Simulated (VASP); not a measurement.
# AsPdCl5 (P4/mmm) in VASP: settings compared

AsPdCl5 is run at these levels: PBEsol, r2SCAN+rVV10; tasks: single point, relaxation of cell and atoms.

Everything below comes from runs of VASP 6.6.1. Logs are shortened: lines on timing, memory, paths and dates and some standing lists are left out, and cuts for length are marked.

### 1 The cell of the first run

It takes space group P4/mmm (No. 123, tetragonal). Conventional cell: a = 4.178 Å, b = 4.178 Å, c = 8.217 Å, α = 90.00°, β = 90.00°, γ = 90.00°. As (site symmetry 4/mmm) has 8 Cl at 2.61 Å within 3.4 Å. Within 3.9 Å of Pd (site symmetry 4/mmm) lie 12 Cl at 2.95 to 3.29 Å. Within 3.9 Å of Cl (site symmetry 4/mmm) lie 4 Pd at 2.95 Å and 8 Cl at 3.29 Å. Cl (site symmetry 2mm) has 2 As at 2.61 Å and 7 Cl at 2.95 to 3.29 Å and 2 Pd at 3.29 Å within 3.4 Å.

### 2 Single point, PBEsol

INCAR

```
SYSTEM = AsPdCl5
  PREC = Accurate
  ENCUT = 520
  EDIFF = 1E-7
  ISMEAR = -1
  SIGMA = 0.03
  LREAL = .False.
  LASPH = .True.
  NELM = 60
  ALGO = Normal
  ISIF = 2
  LWAVE = .False.
  LCHARG = .True.
  GGA = PS
  LELF = .True.
  LVHAR = .True.
  NBANDS = 34
```

KPOINTS

```
regular mesh
0
Gamma
  4 4 4
  0 0 0
```

POSCAR

```
AsPdCl5
1.0
    4.1776892657      0.0000000000      0.0000000000
    0.0000000000      4.1776892657      0.0000000000
    0.0000000000      0.0000000000      8.2174041170
As Pd Cl
1 1 5
Direct
    0.0000000000      0.0000000000      0.5000000000
    0.5000000000      0.5000000000      0.0000000000
    0.0000000000      0.0000000000      0.0000000000
    0.5000000000      0.0000000000      0.6912666793
    0.0000000000      0.5000000000      0.6912666793
    0.5000000000      0.0000000000      0.3087333207
    0.0000000000      0.5000000000      0.3087333207
```

Potentials or basis: VASP PAW PBE potentials, release 64 (As, Pd, Cl).

Launch:

```bash
cat potpaw_PBE.64/As/POTCAR potpaw_PBE.64/Pd/POTCAR potpaw_PBE.64/Cl/POTCAR > POTCAR
mpirun -np 1 vasp_std > vasp.out
```

OUTCAR:

```text
SYSTEM = AsPdCl5
   PREC = Accurate
   ENCUT = 520
   EDIFF = 1E-7
   ISMEAR = -1
   LREAL = .False.
   LASPH = .True.
   NELM = 60
   ISIF = 2
   GGA = PS

 ion  position               nearest neighbor table
   1  0.000  0.000  0.500-   4 2.61   5 2.61   6 2.61   7 2.61   5 2.61   7 2.61   4 2.61   6 2.61

   2  0.500  0.500  0.000-   3 2.95   3 2.95   3 2.95   3 2.95
   3  0.000  0.000  0.000-   2 2.95   2 2.95   2 2.95   2 2.95
   4  0.500  0.000  0.691-   1 2.61   1 2.61
   5  0.000  0.500  0.691-   1 2.61   1 2.61
   6  0.500  0.000  0.309-   1 2.61   1 2.61
   7  0.000  0.500  0.309-   1 2.61   1 2.61

  LATTYP: Found a simple tetragonal cell.
 ALAT       =     4.1776892657
 C/A-ratio  =     1.9669735096

  Lattice vectors:

 A1 = (   4.1776892657,   0.0000000000,   0.0000000000)
 A2 = (   0.0000000000,   4.1776892657,   0.0000000000)
 A3 = (   0.0000000000,   0.0000000000,   8.2174041170)

Analysis of symmetry for initial positions (statically):
=====================================================================
 Subroutine PRICEL returns:
 Original cell was already a primitive cell.

 Routine SETGRP: Setting up the symmetry group for a
 simple tetragonal supercell.

 Subroutine GETGRP returns: Found 16 space group operations
 (whereof 16 operations were pure point group operations)
 out of a pool of 16 trial point group operations.

The static configuration has the point symmetry D_4h.

Analysis of symmetry for dynamics (positions and initial velocities):
=====================================================================
 Subroutine PRICEL returns:
 Original cell was already a primitive cell.

 Routine SETGRP: Setting up the symmetry group for a
 simple tetragonal supercell.

 Subroutine GETGRP returns: Found 16 space group operations
 (whereof 16 operations were pure point group operations)
 out of a pool of 16 trial point group operations.

The dynamic configuration has the point symmetry D_4h.

 Subroutine INISYM returns: Found 16 space group operations
 (whereof 16 operations are pure point group operations),
 and found     1 'primitive' translations

----------------------------------------------------------------------------------------

                                     Primitive cell

  volume of cell :     143.4191

  direct lattice vectors                    reciprocal lattice vectors
     4.177689266  0.000000000  0.000000000     0.239366773  0.000000000  0.000000000
[... 92 lines left out ...]
   NSW    =      0    number of steps for IOM
   IBRION =     -1    ionic relax: 0-MD 1-quasi-New 2-CG
   NFREE  =      0    steps in history (QN), initial steepest desc. (CG)
   ISIF   =      2    stress and relaxation
   ISYM   =      2    0-nonsym 1-usesym 2-fastsym
   POTIM  = 0.5000    time-step for ionic-motion
   TEBEG  =    0.0;   TEEND  =   0.0 temperature during run
   PSTRESS=    0.0 pullay stress
   NELECT =      50.0000    total number of electrons
   NUPDOWN=      -1.0000    fix difference up-down
   EMIN   =  10.00;   EMAX   =-10.00  energy-range for DOS
   EFERMI =   0.00;   METHOD = LEGACY
   ISMEAR =    -1;   SIGMA  =   0.03  broadening in eV -4-tet -1-fermi 0-gaus
   EFERMI_NEDOS =   21; number of points for ismear=-14 and -15
   IALGO  =     38    algorithm
   IMIX   =      4    mixing-type and parameters
     AMIX     =   0.40;   BMIX     =  1.00
     AMIX_MAG =   1.60;   BMIX_MAG =  1.00
  volume/ion in A,a.u.               =      20.49       138.26
  Fermi-wavevector in a.u.,A,eV,Ry     =   1.152204  2.177349 18.062726  1.327573
  Thomas-Fermi vector in A             =   2.288856
   LORBIT       =      0    0 simple, 1 ext, 2 COOP (PROOUT), +10 PAW based schemes
   GGA     = PS    functional components
   LHFCALC =     F    Hartree Fock is set to
   AEXX    =    0.0000 exact exchange contribution
   IVDW    =     0    specifies the selected vdW correction
   LEPSILON=     F    determine dielectric tensor
   LRPA    =     F    only Hartree local field effects (RPA)
 non-spin polarized calculation
  energy-cutoff  :      520.00
  volume of cell :      143.42
 maximum number of plane-waves:      3886
 NGX is ok and might be reduce to    32
   NGX = 15   NGY = 15   NGZ = 31

 number of electron      49.9999994 magnetization

 Free energy of the ion-electron system (eV)
  ---------------------------------------------------
  ext. energy  EPLUGINS =         0.00000000
  ---------------------------------------------------
  free energy    TOTEN  =       -20.20148263 eV

  energy without entropy =      -20.16753641  energy(sigma->0) =      -20.18450952

 E-fermi :   3.2901     XC(G=0): -10.0637

 val. band max:        3.2573178951   @ k =   0.5000   0.2500   0.2500
 cond. band min:       3.2937941777   @ k =   0.5000   0.2500   0.5000
 fundamental gap:      0.0364762826
 Fermi energy:         3.2900940310

 k-point     1 :       0.0000    0.0000    0.0000
  band No.  band energies     occupation
      1     -12.8824      2.00000
      2     -11.8930      2.00000
      3     -10.5210      2.00000
      4     -10.2685      2.00000
      5      -9.9181      2.00000
      6      -6.1604      2.00000
[... 655 lines left out ...]
     33      12.7949      0.00000
     34      13.3955      0.00000

------------------------ aborting loop because EDIFF is reached ----------------------------------------

  FORCE on cell =-STRESS in cart. coord.  units (eV):
  Direction    XX          YY          ZZ          XY          YZ          ZX
  --------------------------------------------------------------------------------------
  -------------------------------------------------------------------------------------
  Total       -0.0604904     -0.0604904     -0.0534508      0.0000000     -0.0000000      0.0000000
  in kB       -0.6757562     -0.6757562     -0.5971151      0.0000000     -0.0000000      0.0000000
  external PRESSURE =      -0.6495425 kB  Pullay stress =       0.0000000 kB

 VOLUME and BASIS-vectors are now :
 -----------------------------------------------------------------------------
  energy-cutoff  :      520.00
  volume of cell :      143.42
      direct lattice vectors                 reciprocal lattice vectors
     4.177689266  0.000000000  0.000000000     0.239366773  0.000000000  0.000000000
     0.000000000  4.177689266  0.000000000     0.000000000  0.239366773  0.000000000
     0.000000000  0.000000000  8.217404117     0.000000000  0.000000000  0.121692932

 POSITION                                       TOTAL-FORCE (eV/Angst)
 -----------------------------------------------------------------------------------
      0.00000      0.00000      4.10870        -0.000000      0.000000      0.000000
      2.08884      2.08884      0.00000        -0.000000      0.000000      0.000000
      0.00000      0.00000      0.00000        -0.000000      0.000000      0.000000
      2.08884      0.00000      5.68042         0.000000      0.000000     -0.000378
      0.00000      2.08884      5.68042        -0.000000     -0.000000     -0.000378
      2.08884      0.00000      2.53699        -0.000000     -0.000000      0.000378
      0.00000      2.08884      2.53699         0.000000      0.000000      0.000378
 -----------------------------------------------------------------------------------
    total drift:                                0.000000     -0.000000     -0.000000

  FREE ENERGIE OF THE ION-ELECTRON SYSTEM (eV)
  ---------------------------------------------------
  free  energy   TOTEN  =       -20.2014826345 eV

  energy  without entropy=      -20.1675364123  energy(sigma->0) =      -20.18450952
```

Wall time 44 s (1 thread of Intel Xeon 6975P-C (Granite Rapids), shared host); peak memory 0.28 GiB.

What came out:

| Quantity | Value |
| --- | --- |
| Free energy | -20.2015 eV |
| Pressure | -0.1 GPa |
| Band gap on the k mesh | zero (bands 25 and 26 overlap by 0.68 eV) |

Levels at points of the mesh, in eV from the Fermi level:
```csv
k point,band 21,band 22,band 23,band 24,band 25,band 26,band 27,band 28
"(0.00, 0.00, 0.00)",-0.85,-0.80,-0.80,-0.71,-0.09,-0.09,1.65,2.31
"(0.50, 0.00, 0.00)",-0.61,-0.43,-0.41,-0.20,-0.06,0.56,2.83,3.57
"(0.50, 0.50, 0.00)",-0.38,-0.18,-0.18,-0.06,0.37,0.50,2.50,3.33
"(0.00, 0.00, 0.50)",-0.67,-0.32,-0.32,-0.32,-0.31,-0.31,1.12,2.50
"(0.50, 0.00, 0.50)",-0.83,-0.53,-0.48,-0.09,0.16,0.59,2.68,3.39
"(0.50, 0.50, 0.50)",-0.59,-0.58,-0.38,-0.07,0.32,0.55,2.88,3.28
```

Caveat: the k points lie up to 0.38 Å⁻¹ apart, too coarse for converged energies and pressures of a metal; the PAW data sets were made with another functional, which shifts forces and pressure a little.

### 3 Single point, r2SCAN+rVV10

This run uses another cell than the first one, of 21.27 Å³/atom.

POSCAR

```
AsPdCl5
1.0
    4.1849156529      0.0000000000      0.0000000000
    0.0000000000      4.1849156529      0.0000000000
    0.0000000000      0.0000000000      8.5020775086
As Pd Cl
1 1 5
Direct
    0.0000000000      0.0000000000      0.5000000000
    0.5000000000      0.5000000000      0.0000000000
    0.0000000000      0.0000000000      0.0000000000
    0.5000000000      0.0000000000      0.6861313674
    0.0000000000      0.5000000000      0.6861313674
    0.5000000000      0.0000000000      0.3138686326
    0.0000000000      0.5000000000      0.3138686326
```

INCAR.step1

```
SYSTEM = AsPdCl5
  PREC = Accurate
  ENCUT = 520
  ISMEAR = -1
  SIGMA = 0.03
  LREAL = .False.
  LASPH = .True.
  NELM = 80
  NBANDS = 34
  GGA = PE
  ALGO = Normal
  EDIFF = 1E-4
  LWAVE = .True.
  LCHARG = .False.
```

INCAR.step2

```
SYSTEM = AsPdCl5
  PREC = Accurate
  ENCUT = 520
  EDIFF = 1E-6
  ISMEAR = -1
  SIGMA = 0.03
  LREAL = .False.
  LASPH = .True.
  NELM = 80
  ALGO = Normal
  ISIF = 2
  LWAVE = .False.
  LCHARG = .False.
  METAGGA = R2SCAN
  LMIXTAU = .True.
  LUSE_VDW = .True.
  IVDW_NL = 2
  BPARAM = 11.95
  CPARAM = 0.0093
  NBANDS = 34
  ISTART = 1
```

KPOINTS

```
regular mesh
0
Gamma
  6 6 4
  0 0 0
```

Potentials or basis: VASP PAW PBE potentials, release 64 (As, Pd, Cl).

Launch:

```bash
cat potpaw_PBE.64/As/POTCAR potpaw_PBE.64/Pd/POTCAR potpaw_PBE.64/Cl/POTCAR > POTCAR
cp INCAR.step1 INCAR
mpirun -np 1 vasp_std > vasp.out
cp INCAR.step2 INCAR
mpirun -np 1 vasp_std > vasp.out
```

OUTCAR:

```text
SYSTEM = AsPdCl5
   PREC = Accurate
   ENCUT = 520
   EDIFF = 1E-6
   ISMEAR = -1
   LREAL = .False.
   LASPH = .True.
   NELM = 80
   ISIF = 2
   METAGGA = R2SCAN
   IVDW_NL = 2
   BPARAM = 11.95
   ISTART = 1

 ion  position               nearest neighbor table
   1  0.000  0.000  0.500-   4 2.62   5 2.62   6 2.62   7 2.62   5 2.62   7 2.62   4 2.62   6 2.62

   2  0.500  0.500  0.000-   3 2.96   3 2.96   3 2.96   3 2.96
   3  0.000  0.000  0.000-   2 2.96   2 2.96   2 2.96   2 2.96
   4  0.500  0.000  0.686-   1 2.62   1 2.62
   5  0.000  0.500  0.686-   1 2.62   1 2.62
   6  0.500  0.000  0.314-   1 2.62   1 2.62
   7  0.000  0.500  0.314-   1 2.62   1 2.62

  LATTYP: Found a simple tetragonal cell.
 ALAT       =     4.1849156529
 C/A-ratio  =     2.0316006854

  Lattice vectors:

 A1 = (   4.1849156529,   0.0000000000,   0.0000000000)
 A2 = (   0.0000000000,   4.1849156529,   0.0000000000)
 A3 = (   0.0000000000,   0.0000000000,   8.5020775086)

Analysis of symmetry for initial positions (statically):
=====================================================================
[... 188 lines left out ...]
 fundamental gap:      0.0107591999
 Fermi energy:         2.7012731680

 k-point     1 :       0.0000    0.0000    0.0000
  band No.  band energies     occupation
      1     -14.0524      2.00000
      2     -13.0949      2.00000
      3     -11.8427      2.00000
      4     -11.4520      2.00000
      5     -11.1123      2.00000
      6      -7.0010      2.00000
[... 877 lines left out ...]
     33      11.5385      0.00000
     34      11.8122      0.00000

 [... further k-points ...]

------------------------ aborting loop because EDIFF is reached ----------------------------------------

  FORCE on cell =-STRESS in cart. coord.  units (eV):
  Direction    XX          YY          ZZ          XY          YZ          ZX
  --------------------------------------------------------------------------------------
  -------------------------------------------------------------------------------------
  Total       -0.1267172     -0.1267172     -0.1610719      0.0000000      0.0000000      0.0000000
  in kB       -1.3634769     -1.3634769     -1.7331335      0.0000000      0.0000000      0.0000000
  external PRESSURE =      -1.4866957 kB  Pullay stress =       0.0000000 kB

 VOLUME and BASIS-vectors are now :
 -----------------------------------------------------------------------------
  energy-cutoff  :      520.00
  volume of cell :      148.90
      direct lattice vectors                 reciprocal lattice vectors
     4.184915653  0.000000000  0.000000000     0.238953442  0.000000000  0.000000000
     0.000000000  4.184915653  0.000000000     0.000000000  0.238953442  0.000000000
     0.000000000  0.000000000  8.502077509     0.000000000  0.000000000  0.117618311

 POSITION                                       TOTAL-FORCE (eV/Angst)
 -----------------------------------------------------------------------------------
      0.00000      0.00000      4.25104        -0.000000      0.000000      0.000000
      2.09246      2.09246      0.00000        -0.000000      0.000000      0.000000
      0.00000      0.00000      0.00000        -0.000000      0.000000      0.000000
      2.09246      0.00000      5.83354        -0.000000      0.000000     -0.008962
      0.00000      2.09246      5.83354        -0.000000     -0.000000     -0.008962
      2.09246      0.00000      2.66854         0.000000     -0.000000      0.008962
      0.00000      2.09246      2.66854         0.000000     -0.000000      0.008962
 -----------------------------------------------------------------------------------
    total drift:                                0.000000     -0.000000     -0.000000

  FREE ENERGIE OF THE ION-ELECTRON SYSTEM (eV)
  ---------------------------------------------------
  free  energy   TOTEN  =       -66.3598757866 eV

  energy  without entropy=      -66.3354045701  energy(sigma->0) =      -66.34764018
```

OSZICAR.step1:

```text
N       E                     dE             d eps       ncg     rms          rms(c)
DAV:   1     0.314482071423E+03    0.31448E+03   -0.22612E+04  2040   0.130E+03
DAV:   2     0.496235339914E+01   -0.30952E+03   -0.29389E+03  2604   0.246E+02
DAV:   3    -0.193832655323E+02   -0.24346E+02   -0.23567E+02  2376   0.724E+01
DAV:   4    -0.197612215656E+02   -0.37796E+00   -0.37709E+00  2406   0.105E+01
DAV:   5    -0.197692642248E+02   -0.80427E-02   -0.80401E-02  2456   0.155E+00    0.128E+01
DAV:   6    -0.210038252688E+02   -0.12346E+01   -0.71327E+00  2148   0.167E+01    0.135E+01
DAV:   7    -0.182477569203E+02    0.27561E+01   -0.23627E+00  2168   0.173E+01    0.638E+00
DAV:   8    -0.185103685665E+02   -0.26261E+00   -0.16218E+00  2234   0.806E+00    0.613E+00
DAV:   9    -0.182355389388E+02    0.27483E+00   -0.62256E-01  2108   0.469E+00    0.220E+00
DAV:  10    -0.181913972870E+02    0.44142E-01   -0.46131E-02  2204   0.134E+00    0.502E-01
DAV:  11    -0.181947285717E+02   -0.33313E-02   -0.12699E-02  2524   0.675E-01    0.916E-01
DAV:  12    -0.181872874957E+02    0.74411E-02   -0.68683E-03  2186   0.556E-01    0.155E-01
DAV:  13    -0.181870428924E+02    0.24460E-03   -0.59536E-04  2014   0.146E-01    0.157E-01
DAV:  14    -0.181869505998E+02    0.92293E-04   -0.11128E-04  1638   0.813E-02
   1 F= -.18186951E+02 E0= -.18174220E+02  d E =-.254615E-01
```

Wall time 3.9 min (1 thread of Intel Xeon 6975P-C (Granite Rapids), shared host); peak memory 0.58 GiB.

What came out:

```yaml
Free_energy: -66.3599 eV
Pressure: -0.1 GPa
Largest_force: 0.009 eV/Å
Band_gap_on_the_k_mesh: zero (bands 25 and 26 overlap by 0.69 eV)
```

Forces in eV/Å, atoms in the order of the input:
```
As   0.000  0.000  0.000
Pd   0.000  0.000  0.000
Cl   0.000  0.000  0.000
Cl   0.000  0.000 -0.009
Cl   0.000  0.000 -0.009
Cl   0.000  0.000  0.009
Cl   0.000  0.000  0.009
```

Levels at points of the mesh, in eV from the Fermi level:
| k point | band 21 | band 22 | band 23 | band 24 | band 25 | band 26 | band 27 | band 28 | band 29 | band 30 |
| --- | --- | --- | --- | --- | --- | --- | --- | --- | --- | --- |
| (0.00, 0.00, 0.00) | -0.87 | -0.79 | -0.79 | -0.58 | -0.17 | -0.17 | 1.82 | 2.77 | 2.83 | 2.83 |
| (0.50, 0.00, 0.00) | -0.65 | -0.61 | -0.53 | -0.34 | -0.07 | 0.55 | 3.05 | 3.80 | 3.96 | 5.48 |
| (0.50, 0.50, 0.00) | -0.36 | -0.35 | -0.35 | -0.04 | 0.37 | 0.52 | 3.06 | 3.59 | 3.59 | 4.23 |
| (0.00, 0.00, 0.50) | -0.57 | -0.55 | -0.42 | -0.42 | -0.31 | -0.31 | 1.45 | 2.76 | 2.76 | 3.23 |
| (0.50, 0.00, 0.50) | -0.78 | -0.74 | -0.57 | -0.18 | 0.10 | 0.56 | 2.96 | 3.66 | 3.94 | 5.60 |
| (0.50, 0.50, 0.50) | -0.69 | -0.50 | -0.36 | -0.05 | 0.34 | 0.54 | 3.37 | 3.56 | 3.56 | 3.97 |

Caveat: the PAW data sets were made with another functional, which shifts forces and pressure a little.

(Continued in part 2 of 2.)

The gap in the log of VASP goes by the Fermi energy; the results here count the filled bands.